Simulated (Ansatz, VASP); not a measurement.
# One calculation of Sc, two programs

```
Sc
1.0
     0.00000    2.33711    2.33711
     2.33711    0.00000    2.33711
     2.33711    2.33711    0.00000
Sc
1
Direct
  0.00000 0.00000 0.00000
```

Alike in both runs: task single point; functional revPBE; k mesh 13 × 13 × 13; occupations fermi-dirac, width 0.1 eV; no spin polarisation.

|  | VASP | Ansatz |
| --- | --- | --- |
| version | VASP 6.6.1 | Ansatz 0.2.0 |
| potentials or method | VASP PAW PBE potentials, release 64 (Sc_sv), cutoff 520 eV | plane waves (420 eV) with PAW, scalar-relativistic |
| valence electrons in the cell | 11 | 11 |

```csv
,VASP,Ansatz,Ansatz less VASP
pressure (GPa),0.0,0.0,-0.02
```

VASP's potentials were made for PBE, not for revPBE. The functional is the same, so the differences come from potentials, cutoffs and numerics.
